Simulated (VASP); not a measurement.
# Pd (Fm-3m) in VASP: a series of runs, part 2 of 2

VASP 6.6.1.

### 5 Single point, LDA, collinear spin, ferromagnetic start (volume scaled by 1.12)

The input, INCAR:

```
ALGO = Normal
EDIFF = 1E-6
ENCUT = 520
GGA = CA
ISIF = 2
ISMEAR = -1
ISPIN = 2
LASPH = True
LCHARG = False
LMAXMIX = 4
LORBIT = 11
LREAL = False
LWAVE = False
MAGMOM = 0.5
NBANDS = 15
NELM = 150
PREC = Accurate
SIGMA = 0.05
```

The input, KPOINTS:

```
k-points
0
Gamma
  23 23 23
```

The input, POSCAR:

```
Pd
1.0
    0.0000000000      1.9942055019      1.9942055019
    1.9942055019      0.0000000000      1.9942055019
    1.9942055019      1.9942055019      0.0000000000
Pd
1
Direct
    0.0000000000      0.0000000000      0.0000000000
```

Potentials or basis: VASP PAW LDA potentials, release 64 (Pd).

Command:

```bash
$ cat potpaw_LDA.64/Pd/POTCAR > POTCAR
$ mpirun -np 1 vasp_std > vasp.out
```

OUTCAR:

```text
EDIFF = 1E-6
   ENCUT = 520
   GGA = CA
   ISIF = 2
   ISMEAR = -1
   ISPIN = 2
   LASPH = True
   LORBIT = 11
   LREAL = False
   NELM = 150
   PREC = Accurate

 ion  position               nearest neighbor table
   1  0.000  0.000  0.000-

  LATTYP: Found a face centered cubic cell.
 ALAT       =     3.9884110038

  Lattice vectors:

 A1 = (   0.0000000000,   1.9942055019,   1.9942055019)
 A2 = (   1.9942055019,   0.0000000000,   1.9942055019)
 A3 = (   1.9942055019,   1.9942055019,   0.0000000000)

Analysis of symmetry for initial positions (statically):
[... 25 lines left out ...]
The dynamic configuration has the point symmetry O_h .

Analysis of structural, dynamic, and magnetic symmetry:
=====================================================================
 Subroutine PRICEL returns:
[... 7 lines left out ...]
 out of a pool of 48 trial point group operations.

The overall configuration has the point symmetry O_h .

 Subroutine INISYM returns: Found 48 space group operations
[... 5 lines left out ...]
                                     Primitive cell

  volume of cell :      15.8613

  direct lattice vectors                    reciprocal lattice vectors
     0.000000000  1.994205502  1.994205502    -0.250726417  0.250726417  0.250726417
     1.994205502  0.000000000  1.994205502     0.250726417 -0.250726417  0.250726417
     1.994205502  1.994205502  0.000000000     0.250726417  0.250726417 -0.250726417

  length of vectors
     2.820232467  2.820232467  2.820232467     0.434270893  0.434270893  0.434270893

  position of ions in fractional coordinates (direct lattice)
     0.000000000  0.000000000  0.000000000

  ion indices of the primitive-cell ions
   primitive index   ion index
                 1           1

----------------------------------------------------------------------------------------

 KPOINTS: k-points

Automatic generation of k-mesh.
 Grid dimensions read from file:
 generate k-points for:   23   23   23

 Generating k-lattice:

  Cartesian coordinates                     Fractional coordinates (reciprocal lattice)
    -0.010901149  0.010901149  0.010901149     0.043478261  0.000000000  0.000000000
     0.010901149 -0.010901149  0.010901149     0.000000000  0.043478261  0.000000000
     0.010901149  0.010901149 -0.010901149     0.000000000  0.000000000  0.043478261

  Length of vectors
     0.018881343  0.018881343  0.018881343

  Shift w.r.t. Gamma in fractional coordinates (k-lattice)
     0.000000000  0.000000000  0.000000000

 Subroutine IBZKPT returns following result:
 ===========================================

 Found    364 irreducible k-points:

 Following reciprocal coordinates:
            Coordinates               Weight
  0.000000  0.000000  0.000000      1.000000
  0.043478  0.000000  0.000000      8.000000
  0.086957  0.000000  0.000000      8.000000
  0.130435  0.000000  0.000000      8.000000
  0.173913  0.000000  0.000000      8.000000
  0.217391  0.000000  0.000000      8.000000
[... 16 lines left out ...]
  0.478261  0.043478  0.000000     24.000000
 -0.478261  0.043478  0.000000     24.000000
 [... further k-points ...]
   k-points           NKPTS =    364   k-points in BZ     NKDIM =    364   number of bands    NBANDS=     15
   number of dos      NEDOS =    301   number of ions     NIONS =      1
   total plane-waves  NPLWV =  13824
   dimension x,y,z NGX =    24 NGY =   24 NGZ =   24
   dimension x,y,z NGXF=    48 NGYF=   48 NGZF=   48
   ions per type =               1
   NGX,Y,Z   is equivalent  to a cutoff of  14.15, 14.15, 14.15 a.u.
   NGXF,Y,Z  is equivalent  to a cutoff of  28.29, 28.29, 28.29 a.u.
 SYSTEM =  unknown system
   PREC   = accura    normal or accurate (medium, high low for compatibility)
   ISTART =      0    job   : 0-new  1-cont  2-samecut
   ICHARG =      2    charge: 1-file 2-atom 10-const
   ISPIN  =      2    spin polarized calculation?
   LNONCOLLINEAR =      F non collinear calculations
   LSORBIT =      F    spin-orbit coupling
   LASPH  =      T    aspherical Exc in radial PAW
   ENCUT  =  520.0 eV  38.22 Ry    6.18 a.u.   5.24  5.24  5.24*2*pi/ulx,y,z
   NELM   =    150;   NELMIN=  2; NELMDL= -5     # of ELM steps
   EDIFF  = 0.1E-05   stopping-criterion for ELM
   LREAL  =      F    real-space projection
   EDIFFG = 0.1E-04   stopping-criterion for IOM
   NSW    =      0    number of steps for IOM
   IBRION =     -1    ionic relax: 0-MD 1-quasi-New 2-CG
   NFREE  =      0    steps in history (QN), initial steepest desc. (CG)
   ISIF   =      2    stress and relaxation
   ISYM   =      2    0-nonsym 1-usesym 2-fastsym
   POTIM  = 0.5000    time-step for ionic-motion
   TEBEG  =    0.0;   TEEND  =   0.0 temperature during run
   PSTRESS=    0.0 pullay stress
   NELECT =      10.0000    total number of electrons
   NUPDOWN=      -1.0000    fix difference up-down
   EMIN   =  10.00;   EMAX   =-10.00  energy-range for DOS
   EFERMI =   0.00;   METHOD = LEGACY
   ISMEAR =    -1;   SIGMA  =   0.05  broadening in eV -4-tet -1-fermi 0-gaus
   EFERMI_NEDOS =   21; number of points for ismear=-14 and -15
   IALGO  =     38    algorithm
   IMIX   =      4    mixing-type and parameters
     AMIX     =   0.40;   BMIX     =  1.00
     AMIX_MAG =   1.60;   BMIX_MAG =  1.00
  volume/ion in A,a.u.               =      15.86       107.04
  Fermi-wavevector in a.u.,A,eV,Ry     =   1.403767  2.652734 26.811108  1.970561
  Thomas-Fermi vector in A             =   2.526396
   LORBIT       =     11    0 simple, 1 ext, 2 COOP (PROOUT), +10 PAW based schemes
   GGA     = CA    functional components
   LHFCALC =     F    Hartree Fock is set to
   AEXX    =    0.0000 exact exchange contribution
   IVDW    =     0    specifies the selected vdW correction
   LEPSILON=     F    determine dielectric tensor
   LRPA    =     F    only Hartree local field effects (RPA)
 spin polarized calculation
  energy-cutoff  :      520.00
  volume of cell :       15.86
 maximum number of plane-waves:       444
 NGX is ok and might be reduce to    24
   NGX = 11   NGY = 11   NGZ = 11

 number of electron      10.0000001 magnetization       0.0101945

 Free energy of the ion-electron system (eV)
  ---------------------------------------------------
  ext. energy  EPLUGINS =         0.00000000
  ---------------------------------------------------
  free energy    TOTEN  =        -6.39239140 eV

  energy without entropy =       -6.37075264  energy(sigma->0) =       -6.38157202

 E-fermi :   8.3870     XC(G=0): -13.0787

 val. band max:        8.3839456149   @ k =  -0.4348   0.3478   0.0000
 cond. band min:       8.3899078356   @ k =  -0.4348   0.3478   0.0870
 fundamental gap:      0.0059622207
 Fermi energy:         8.3869903583

 spin component 1

 k-point     1 :       0.0000    0.0000    0.0000
  band No.  band energies     occupation
      1       1.7079      1.00000
      2       5.8323      1.00000
      3       5.8323      1.00000
      4       5.8323      1.00000
      5       7.2956      1.00000
      6       7.2956      1.00000
      7      25.4771      0.00000
      8      29.7784      0.00000
      9      29.7784      0.00000
     10      29.7784      0.00000
     11      34.3573      0.00000
     12      35.1292      0.00000
     13      37.5043      0.00000
     14      37.5043      0.00000
[... 401 lines left out ...]
      2       5.7748      1.00000
      3       5.8412      1.00000
      4       8.0630      0.99847
      5       8.3480      0.68577
      6       9.8485      0.00000
      7      15.0915      0.00000
      8      24.8616      0.00000
      9      28.2288      0.00000
     10      28.4894      0.00000
     11      34.4536      0.00000
     12      34.6392      0.00000
     13      34.7105      0.00000
     14      38.2820      0.00000
     15      42.3170      0.00000

 [... further k-points ...]

 spin component 2

 k-point     1 :       0.0000    0.0000    0.0000
  band No.  band energies     occupation
      1       1.7092      1.00000
      2       5.8389      1.00000
      3       5.8389      1.00000
      4       5.8389      1.00000
      5       7.3018      1.00000
      6       7.3018      1.00000
      7      25.4782      0.00000
      8      29.7794      0.00000
      9      29.7794      0.00000
     10      29.7794      0.00000
     11      34.3682      0.00000
     12      35.1319      0.00000
     13      37.5068      0.00000
     14      37.5068      0.00000
[... 401 lines left out ...]
      2       5.7807      1.00000
      3       5.8471      1.00000
      4       8.0691      0.99827
      5       8.3550      0.65453
      6       9.8505      0.00000
      7      15.0960      0.00000
      8      24.8623      0.00000
      9      28.2309      0.00000
     10      28.4915      0.00000
     11      34.4667      0.00000
     12      34.6411      0.00000
     13      34.7126      0.00000
     14      38.2842      0.00000
     15      42.3248      0.00000

 [... further k-points ...]
[... 5 lines left out ...]
  --------------------------------------------------------------------------------------
  -------------------------------------------------------------------------------------
  Total       -1.8628460     -1.8628460     -1.8628460      0.0000000      0.0000000      0.0000000
  in kB     -188.1688816   -188.1688816   -188.1688816      0.0000000      0.0000000      0.0000000
  external PRESSURE =    -188.1688816 kB  Pullay stress =       0.0000000 kB

 VOLUME and BASIS-vectors are now :
 -----------------------------------------------------------------------------
  energy-cutoff  :      520.00
  volume of cell :       15.86
      direct lattice vectors                 reciprocal lattice vectors
     0.000000000  1.994205502  1.994205502    -0.250726417  0.250726417  0.250726417
     1.994205502  0.000000000  1.994205502     0.250726417 -0.250726417  0.250726417
     1.994205502  1.994205502  0.000000000     0.250726417  0.250726417 -0.250726417

 POSITION                                       TOTAL-FORCE (eV/Angst)
 -----------------------------------------------------------------------------------
      0.00000      0.00000      0.00000         0.000000      0.000000      0.000000
 -----------------------------------------------------------------------------------
    total drift:                                0.000000     -0.000000     -0.000000

  FREE ENERGIE OF THE ION-ELECTRON SYSTEM (eV)
  ---------------------------------------------------
  free  energy   TOTEN  =        -6.3923914011 eV

  energy  without entropy=       -6.3707526408  energy(sigma->0) =       -6.38157202

 total charge

# of ion       s       p       d       tot
------------------------------------------
    1        0.457   0.414   8.423   9.294

 magnetization (x)

# of ion       s       p       d       tot
------------------------------------------
    1       -0.000  -0.000   0.010   0.010
```

Run time: 7.2 min. Hardware: 1 thread of AMD EPYC 7R13, shared host; peak memory 0.21 GiB.

Results:

```
Free energy                                           : -6.3924 eV
Pressure                                              : -18.8 GPa
Band gap on the k mesh                                : zero (filled and empty bands overlap)
Net moment                                            : 0.01 μB per cell
Valence electrons inside the program's atomic spheres : Pd 9.29
```

### 6 Overview

```tsv
cell	k mesh	smearing	gap on the mesh (eV)	pressure (GPa)	moment (μB)
a = 2.716 Å, angles 60.0°, 1 atom	14 × 14 × 14	fermi-dirac 0.03 eV	none	0.3	0.24
a = 2.716 Å, angles 60.0°, 1 atom	14 × 14 × 14	fermi-dirac 0.1 eV	none	0.6	0.00
a = 2.786 Å, angles 60.0°, 1 atom	23 × 23 × 23	fermi-dirac 0.05 eV	none	-14.1	0.00
a = 2.820 Å, angles 60.0°, 1 atom	23 × 23 × 23	fermi-dirac 0.05 eV	none	-18.8	0.01
```

Alike in all rows: task single point; level LDA; potentials or basis VASP PAW LDA potentials, release 64 (Pd); spin collinear, ferromagnetic start; cutoff (eV) 520.

Total energies depend on the potentials used, so only differences within one code and one set of settings carry meaning.
